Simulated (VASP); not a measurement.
Ge, 2 atoms in the cell. It takes space group P6_3/mmc (No. 194, hexagonal). The conventional cell has a = 3.051 Å, b = 3.051 Å, c = 4.727 Å, α = 90.00°, β = 90.00°, γ = 120.00°. Ge (site symmetry -6m2) has 12 Ge at 2.95 to 3.05 Å within 3.9 Å.  This cell differs from its parent crystal: volume scaled by 0.96.

- Program: VASP 6.6.1
- Task: single point
- Functional: RPBE
- Potentials or basis: VASP PAW PBE potentials, release 64 (Ge_d)
- Cutoff: 520 eV
- k mesh: 19 × 19 × 11
- Occupations: fermi-dirac, width 0.1 eV
- Spin: no spin polarisation
- Dipole correction: no
- Further INCAR settings: ALGO = Normal; EDIFF = 1e-06; NBANDS = 21

Potentials or basis: VASP PAW PBE potentials, release 64 (Ge_d).

The run is started by

```bash
$ cat potpaw_PBE.64/Ge_d/POTCAR > POTCAR
$ mpirun -np 1 vasp_std > vasp.out
```

Hardware: 1 thread of AMD EPYC 9R45 96-Core Processor (Zen 5) (shared host).

Task: Estimate the wall time of this run.

Result: It took 93 s on 1 thread of AMD EPYC 9R45 96-Core Processor (Zen 5), with other jobs on the host, peak memory 0.23 GiB. Counts: scf iterations 11, k points 240.
